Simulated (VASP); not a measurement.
# CaO (P6_3/mmc) in VASP: a series of runs

CaO is run at these levels: PBE; tasks: single point.

Everything below comes from runs of VASP 6.6.1. Logs are shortened: lines on timing, memory, paths and dates and some standing lists are left out, and cuts for length are marked.

## (1) The cell of the first run

It takes space group P6_3/mmc (No. 194, hexagonal). Conventional cell: a = 3.864 Å, b = 3.864 Å, c = 5.027 Å, α = 90.00°, β = 90.00°, γ = 120.00°. Within 3.0 Å of Ca (site symmetry -6m2) lie 5 O at 2.23 to 2.51 Å. Within 3.0 Å of O (site symmetry -6m2) lie 5 Ca at 2.23 to 2.51 Å.

## (2) Single point, PBE (16.25 Å³/atom)

Input file INCAR:

```
PREC     = Accurate       # precision mode
ENCUT    = 520            # plane-wave cutoff, eV
EDIFF    = 1E-7           # SCF threshold, eV
ISMEAR   = 0              # smearing method
SIGMA    = 0.05           # smearing width, eV
LREAL    = False          # projectors in reciprocal space
LASPH    = True           # aspherical terms in the spheres
NELM     = 80             # most SCF steps
ALGO     = Normal         # electronic algorithm
ISIF     = 2              # what is computed and relaxed
LWAVE    = False          # write WAVECAR
LCHARG   = False          # write CHGCAR
GGA      = PE             # functional
NBANDS   = 24             # bands
```

Input file KPOINTS:

```
regular mesh
0
Gamma
  9 9 6
```

Input file POSCAR:

```
CaO
1.0
    3.8638238997      0.0000000000      0.0000000000
   -1.9319119498      3.3461696529      0.0000000000
    0.0000000000      0.0000000000      5.0268348935
Ca O
2 2
Direct
    0.3333333333      0.6666666667      0.7500000000
    0.6666666667      0.3333333333      0.2500000000
    0.3333333333      0.6666666667      0.2500000000
    0.6666666667      0.3333333333      0.7500000000
```

Potentials or basis: VASP PAW PBE potentials, release 64 (Ca_sv, O).

The run is started by

```sh
$ cat potpaw_PBE.64/Ca_sv/POTCAR potpaw_PBE.64/O/POTCAR > POTCAR
$ mpirun -np 1 vasp_std > vasp.out
```

OUTCAR:

```text
PREC = Accurate
   ENCUT = 520
   EDIFF = 1E-7
   ISMEAR = 0
   LREAL = False
   LASPH = True
   NELM = 80
   ISIF = 2
   GGA = PE

 ion  position               nearest neighbor table
   1  0.333  0.667  0.750-   4 2.23   4 2.23   4 2.23   3 2.51   3 2.51
   2  0.667  0.333  0.250-   3 2.23   3 2.23   3 2.23   4 2.51   4 2.51
   3  0.333  0.667  0.250-   2 2.23   2 2.23   2 2.23   1 2.51   1 2.51
   4  0.667  0.333  0.750-   1 2.23   1 2.23   1 2.23   2 2.51   2 2.51

  LATTYP: Found a hexagonal cell.
 ALAT       =     3.8638238997
 C/A-ratio  =     1.3010000000

  Lattice vectors:

 A1 = (   3.8638238997,   0.0000000000,   0.0000000000)
 A2 = (  -1.9319119498,   3.3461696529,   0.0000000000)
 A3 = (   0.0000000000,   0.0000000000,   5.0268348935)

Analysis of symmetry for initial positions (statically):
=====================================================================
 Subroutine PRICEL returns:
 Original cell was already a primitive cell.

 Routine SETGRP: Setting up the symmetry group for a
 hexagonal supercell.

 Subroutine GETGRP returns: Found 24 space group operations
 (whereof 12 operations were pure point group operations)
 out of a pool of 24 trial point group operations.

The static configuration has the point symmetry D_3d.
 The point group associated with its full space group is D_6h.

Analysis of symmetry for dynamics (positions and initial velocities):
=====================================================================
 Subroutine PRICEL returns:
 Original cell was already a primitive cell.

 Routine SETGRP: Setting up the symmetry group for a
 hexagonal supercell.

 Subroutine GETGRP returns: Found 24 space group operations
 (whereof 12 operations were pure point group operations)
 out of a pool of 24 trial point group operations.

The dynamic configuration has the point symmetry D_3d.
 The point group associated with its full space group is D_6h.

 Subroutine INISYM returns: Found 24 space group operations
 (whereof 12 operations are pure point group operations),
 and found     1 'primitive' translations

----------------------------------------------------------------------------------------

                                     Primitive cell

  volume of cell :      64.9920

  direct lattice vectors                    reciprocal lattice vectors
     3.863823900  0.000000000  0.000000000     0.258810967  0.149424581  0.000000000
    -1.931911950  3.346169653  0.000000000     0.000000000  0.298849163  0.000000000
     0.000000000  0.000000000  5.026834894     0.000000000  0.000000000  0.198932334

  length of vectors
     3.863823900  3.863823900  5.026834894     0.298849163  0.298849163  0.198932334

  position of ions in fractional coordinates (direct lattice)
     0.333333333  0.666666667  0.750000000
     0.666666667  0.333333333  0.250000000
     0.333333333  0.666666667  0.250000000
     0.666666667  0.333333333  0.750000000

  ion indices of the primitive-cell ions
   primitive index   ion index
                 1           1
                 2           2
                 3           3
                 4           4

----------------------------------------------------------------------------------------

 KPOINTS: regular mesh

Automatic generation of k-mesh.
 Grid dimensions read from file:
 generate k-points for:    9    9    6

 Generating k-lattice:

  Cartesian coordinates                     Fractional coordinates (reciprocal lattice)
     0.028756774  0.016602731  0.000000000     0.111111111  0.000000000  0.000000000
     0.000000000  0.033205463  0.000000000     0.000000000  0.111111111  0.000000000
     0.000000000  0.000000000  0.033155389     0.000000000  0.000000000  0.166666667

  Length of vectors
     0.033205463  0.033205463  0.033155389

  Shift w.r.t. Gamma in fractional coordinates (k-lattice)
     0.000000000  0.000000000  0.000000000

 Subroutine IBZKPT returns following result:
 ===========================================

 Found     48 irreducible k-points:

 Following reciprocal coordinates:
            Coordinates               Weight
  0.000000  0.000000  0.000000      1.000000
  0.111111  0.000000  0.000000      6.000000
  0.222222  0.000000  0.000000      6.000000
  0.333333  0.000000  0.000000      6.000000
  0.444444  0.000000  0.000000      6.000000
  0.111111  0.111111  0.000000      6.000000
[... 16 lines left out ...]
  0.333333  0.222222  0.166667     24.000000
  0.333333  0.333333  0.166667      4.000000
 [... further k-points ...]
   k-points           NKPTS =     48   k-points in BZ     NKDIM =     48   number of bands    NBANDS=     24
   number of dos      NEDOS =    301   number of ions     NIONS =      4
   total plane-waves  NPLWV =  36000
   dimension x,y,z NGX =    30 NGY =   30 NGZ =   40
   dimension x,y,z NGXF=    60 NGYF=   60 NGZF=   80
   ions per type =               2   2
   NGX,Y,Z   is equivalent  to a cutoff of  12.91, 12.91, 13.23 a.u.
   NGXF,Y,Z  is equivalent  to a cutoff of  25.82, 25.82, 26.46 a.u.
 SYSTEM =  unknown system
   PREC   = accura    normal or accurate (medium, high low for compatibility)
   ISTART =      0    job   : 0-new  1-cont  2-samecut
   ICHARG =      2    charge: 1-file 2-atom 10-const
   ISPIN  =      1    spin polarized calculation?
   LNONCOLLINEAR =      F non collinear calculations
   LSORBIT =      F    spin-orbit coupling
   LASPH  =      T    aspherical Exc in radial PAW
   ENCUT  =  520.0 eV  38.22 Ry    6.18 a.u.   7.18  7.18  9.35*2*pi/ulx,y,z
   NELM   =     80;   NELMIN=  2; NELMDL= -5     # of ELM steps
   EDIFF  = 0.1E-06   stopping-criterion for ELM
   LREAL  =      F    real-space projection
   EDIFFG = 0.1E-05   stopping-criterion for IOM
   NSW    =      0    number of steps for IOM
   IBRION =     -1    ionic relax: 0-MD 1-quasi-New 2-CG
   NFREE  =      0    steps in history (QN), initial steepest desc. (CG)
   ISIF   =      2    stress and relaxation
   ISYM   =      2    0-nonsym 1-usesym 2-fastsym
   POTIM  = 0.5000    time-step for ionic-motion
   TEBEG  =    0.0;   TEEND  =   0.0 temperature during run
   PSTRESS=    0.0 pullay stress
   NELECT =      32.0000    total number of electrons
   NUPDOWN=      -1.0000    fix difference up-down
   EMIN   =  10.00;   EMAX   =-10.00  energy-range for DOS
   EFERMI =   0.00;   METHOD = LEGACY
   ISMEAR =     0;   SIGMA  =   0.05  broadening in eV -4-tet -1-fermi 0-gaus
   EFERMI_NEDOS =   21; number of points for ismear=-14 and -15
   IALGO  =     38    algorithm
   IMIX   =      4    mixing-type and parameters
     AMIX     =   0.40;   BMIX     =  1.00
     AMIX_MAG =   1.60;   BMIX_MAG =  1.00
  volume/ion in A,a.u.               =      16.25       109.65
  Fermi-wavevector in a.u.,A,eV,Ry     =   1.292721  2.442889 22.737077  1.671128
  Thomas-Fermi vector in A             =   2.424411
   LORBIT       =      0    0 simple, 1 ext, 2 COOP (PROOUT), +10 PAW based schemes
   GGA     = PE    functional components
   LHFCALC =     F    Hartree Fock is set to
   AEXX    =    0.0000 exact exchange contribution
   IVDW    =     0    specifies the selected vdW correction
   LEPSILON=     F    determine dielectric tensor
   LRPA    =     F    only Hartree local field effects (RPA)
 non-spin polarized calculation
 Gauss-broadening in eV      SIGMA  =   0.05
  energy-cutoff  :      520.00
  volume of cell :       64.99
 maximum number of plane-waves:      1785
 NGX is ok and might be reduce to    30
   NGX = 15   NGY = 15   NGZ = 19

 number of electron      31.9999997 magnetization

 Free energy of the ion-electron system (eV)
  ---------------------------------------------------
  ext. energy  EPLUGINS =         0.00000000
  ---------------------------------------------------
  free energy    TOTEN  =       -25.21900449 eV

  energy without entropy =      -25.21900449  energy(sigma->0) =      -25.21900449

 E-fermi :   1.6109     XC(G=0):  -9.4774

 val. band max:        1.3073885566   @ k =   0.0000   0.0000   0.0000
 cond. band min:       4.6834224444   @ k =   0.0000   0.0000   0.0000
 fundamental gap:      3.3760338878
 Fermi energy:         1.6109052439

 k-point     1 :       0.0000    0.0000    0.0000
  band No.  band energies     occupation
      1     -36.1325      2.00000
      2     -36.0173      2.00000
      3     -17.5136      2.00000
      4     -17.1910      2.00000
      5     -17.1910      2.00000
      6     -17.0347      2.00000
[... 16 lines left out ...]
     23       9.9271      0.00000
     24      10.5776      0.00000

 k-point     2 :       0.1111    0.0000    0.0000
  band No.  band energies     occupation
      1     -36.1270      2.00000
      2     -36.0180      2.00000
      3     -17.4960      2.00000
      4     -17.2724      2.00000
      5     -17.2032      2.00000
      6     -17.1285      2.00000
[... 16 lines left out ...]
     23      10.0783      0.00000
     24      10.2066      0.00000

 k-point     3 :       0.2222    0.0000    0.0000
  band No.  band energies     occupation
      1     -36.1122      2.00000
      2     -36.0206      2.00000
      3     -17.4624      2.00000
      4     -17.4468      2.00000
      5     -17.3387      2.00000
      6     -17.2326      2.00000
[... 16 lines left out ...]
     23       9.6859      0.00000
     24      10.1914      0.00000

 k-point     4 :       0.3333    0.0000    0.0000
  band No.  band energies     occupation
      1     -36.0927      2.00000
      2     -36.0262      2.00000
      3     -17.6573      2.00000
      4     -17.5431      2.00000
      5     -17.3776      2.00000
      6     -17.2642      2.00000
[... 16 lines left out ...]
     23       9.8405      0.00000
     24       9.9103      0.00000

 k-point     5 :       0.4444    0.0000    0.0000
  band No.  band energies     occupation
      1     -36.0762      2.00000
      2     -36.0336      2.00000
      3     -17.7752      2.00000
      4     -17.6620      2.00000
      5     -17.3138      2.00000
      6     -17.2840      2.00000
[... 16 lines left out ...]
     23       9.7778      0.00000
     24      10.0236      0.00000

 k-point     6 :       0.1111    0.1111    0.0000
  band No.  band energies     occupation
      1     -36.1169      2.00000
      2     -36.0196      2.00000
      3     -17.4625      2.00000
      4     -17.3996      2.00000
      5     -17.2917      2.00000
      6     -17.2151      2.00000
[... 16 lines left out ...]
     23       9.6932      0.00000
     24      10.3205      0.00000
[... 379 lines left out ...]
 k-point    21 :       0.4444    0.1111    0.1667
  band No.  band energies     occupation
      1     -36.0681      2.00000
      2     -36.0390      2.00000
      3     -17.8444      2.00000
      4     -17.7591      2.00000
      5     -17.2996      2.00000
      6     -17.2173      2.00000
[... 16 lines left out ...]
     23       9.8756      0.00000
     24      10.1018      0.00000

 k-point    22 :       0.2222    0.2222    0.1667
  band No.  band energies     occupation
      1     -36.0786      2.00000
      2     -36.0338      2.00000
      3     -17.7631      2.00000
      4     -17.6932      2.00000
      5     -17.3026      2.00000
      6     -17.2497      2.00000
[... 16 lines left out ...]
     23      10.0699      0.00000
     24      10.1689      0.00000

 k-point    23 :       0.3333    0.2222    0.1667
  band No.  band energies     occupation
      1     -36.0641      2.00000
      2     -36.0414      2.00000
      3     -17.8209      2.00000
      4     -17.7736      2.00000
      5     -17.3427      2.00000
      6     -17.1982      2.00000
[... 16 lines left out ...]
     23       9.9500      0.00000
     24      10.1467      0.00000

 k-point    24 :       0.3333    0.3333    0.1667
  band No.  band energies     occupation
      1     -36.0515      2.00000
      2     -36.0515      2.00000
      3     -17.8118      2.00000
      4     -17.8118      2.00000
      5     -17.3714      2.00000
      6     -17.1436      2.00000
[... 16 lines left out ...]
     23       9.6584      0.00000
     24      10.3589      0.00000

 [... further k-points ...]

------------------------ aborting loop because EDIFF is reached ----------------------------------------

  FORCE on cell =-STRESS in cart. coord.  units (eV):
  Direction    XX          YY          ZZ          XY          YZ          ZX
  --------------------------------------------------------------------------------------
  -------------------------------------------------------------------------------------
  Total        2.8762969      2.8762969     -1.2256358      0.0000000      0.0000000     -0.0000000
  in kB       70.9062291     70.9062291    -30.2142717      0.0000000      0.0000000     -0.0000000
  external PRESSURE =      37.1993955 kB  Pullay stress =       0.0000000 kB

 VOLUME and BASIS-vectors are now :
 -----------------------------------------------------------------------------
  energy-cutoff  :      520.00
  volume of cell :       64.99
      direct lattice vectors                 reciprocal lattice vectors
     3.863823900  0.000000000  0.000000000     0.258810967  0.149424581  0.000000000
    -1.931911950  3.346169653  0.000000000     0.000000000  0.298849163  0.000000000
     0.000000000  0.000000000  5.026834894     0.000000000  0.000000000  0.198932334

 POSITION                                       TOTAL-FORCE (eV/Angst)
 -----------------------------------------------------------------------------------
     -0.00000      2.23078      3.77013        -0.000000     -0.000000     -0.000000
      1.93191      1.11539      1.25671         0.000000      0.000000     -0.000000
     -0.00000      2.23078      1.25671        -0.000000      0.000000      0.000000
      1.93191      1.11539      3.77013         0.000000     -0.000000     -0.000000
 -----------------------------------------------------------------------------------
    total drift:                               -0.000000      0.000000     -0.000000

  FREE ENERGIE OF THE ION-ELECTRON SYSTEM (eV)
  ---------------------------------------------------
  free  energy   TOTEN  =       -25.2190044903 eV

  energy  without entropy=      -25.2190044903  energy(sigma->0) =      -25.21900449
```

It took 77 s on 1 thread of Intel Xeon Platinum 8488C (Sapphire Rapids), shared host; peak memory 0.21 GiB.

Results:

```yaml
Free_energy: -25.2190 eV
Pressure: 3.7 GPa
Band_gap_on_the_k_mesh: 3.38 eV
```

Stress tensor (GPa, compression positive):
```
 7.09  0.00  0.00
 0.00  7.09  0.00
 0.00  0.00 -3.02
```

Caveat: the cell stands under pressure; an odd mesh through Γ misses points on the zone boundary, where band edges can lie.

## (3) Single point, PBE (16.25 Å³/atom)

Input file INCAR:

```
PREC = Accurate ; ENCUT = 520
EDIFF = 1E-6 ; ISMEAR = 0
SIGMA = 0.05 ; LREAL = False
LASPH = True ; NELM = 80
ALGO = Normal ; ISIF = 2
LWAVE = False ; LCHARG = False
GGA = PE ; NBANDS = 24
```

KPOINTS is that of step 2.

Input file POSCAR:

```
CaO
1.0
    3.9687273644      0.0000000000      0.0000000000
   -1.9843636822      3.4370187183      0.0000000000
    0.0000000000      0.0000000000      4.7646032071
Ca O
2 2
Direct
    0.3333333333      0.6666666667      0.7500000000
    0.6666666667      0.3333333333      0.2500000000
    0.3333333333      0.6666666667      0.2500000000
    0.6666666667      0.3333333333      0.7500000000
```

Potentials or basis: VASP PAW PBE potentials, release 64 (Ca_sv, O).

The run is started by

```sh
$ cat potpaw_PBE.64/Ca_sv/POTCAR potpaw_PBE.64/O/POTCAR > POTCAR
$ mpirun -np 1 vasp_std > vasp.out
```

Wall time 67 s (1 thread of Intel Xeon Platinum 8488C (Sapphire Rapids), shared host); peak memory 0.21 GiB.

The run converged. Its results:

```
Free energy            : -25.3300 eV
Pressure               : 3.0 GPa
Band gap on the k mesh : 3.22 eV
```

Stress tensor (GPa, compression positive):
```
2.87 0.00 0.00
0.00 2.87 0.00
0.00 0.00 3.19
```

Levels at points of the mesh, in eV from the valence-band top:
| k point | band 13 | band 14 | band 15 | band 16 | band 17 | band 18 | band 19 | band 20 |
| --- | --- | --- | --- | --- | --- | --- | --- | --- |
| (0.00, 0.00, 0.00) | -1.18 | -1.18 | -1.09 | 0.00 | 3.22 | 6.18 | 6.18 | 7.76 |
| (0.00, 0.00, 0.50) | -1.32 | -1.32 | -1.32 | -1.32 | 5.03 | 5.03 | 7.84 | 7.84 |

Caveat: an odd mesh through Γ misses points on the zone boundary, where band edges can lie.

## (4) Single point, PBE (16.69 Å³/atom)

This run uses another cell than the first one, of 16.69 Å³/atom.

Input file INCAR:

```
  PREC = Accurate
  ENCUT = 520
  EDIFF = 1E-6
  ISMEAR = 0
  SIGMA = 0.05
  LREAL = False
  LASPH = True
  NELM = 60
  ALGO = Normal
  ISIF = 2
  LWAVE = False
  LCHARG = False
  GGA = PE
  NBANDS = 24
```

KPOINTS is that of step 3.

Input file POSCAR:

```
CaO
1.0
    4.1688657367      0.0000000000      0.0000000000
   -2.0844328684      3.6103436330      0.0000000000
    0.0000000000      0.0000000000      4.4365069170
Ca O
2 2
Direct
    0.3333333333      0.6666666667      0.7500000000
    0.6666666667      0.3333333333      0.2500000000
    0.3333333333      0.6666666667      0.2500000000
    0.6666666667      0.3333333333      0.7500000000
```

The run is started by

```sh
$ cat potpaw_PBE.64/Ca_sv/POTCAR potpaw_PBE.64/O/POTCAR > POTCAR
$ mpirun -np 1 vasp_std > vasp.out
```

Wall time 59 s (1 thread of Intel Xeon Platinum 8488C (Sapphire Rapids), shared host); peak memory 0.22 GiB.

The run converged. Its results:

```yaml
Free_energy: -25.0380 eV
Pressure: 4.4 GPa
Band_gap_on_the_k_mesh: 2.60 eV
```

Stress tensor (GPa, compression positive):
```
-2.48  0.00  0.00
 0.00 -2.48  0.00
 0.00  0.00 18.13
```

Levels at points of the mesh, in eV from the valence-band top:
```tsv
k point	band 13	band 14	band 15	band 16	band 17	band 18	band 19	band 20
(0.00, 0.00, 0.00)	-1.31	-1.31	-0.84	0.00	2.60	5.73	5.73	7.62
(0.00, 0.00, 0.50)	-1.61	-1.61	-1.61	-1.61	4.43	4.43	7.71	7.71
```

Caveat: the cell stands under pressure; an odd mesh through Γ misses points on the zone boundary, where band edges can lie.

(Part 1 of 2 ends here.)
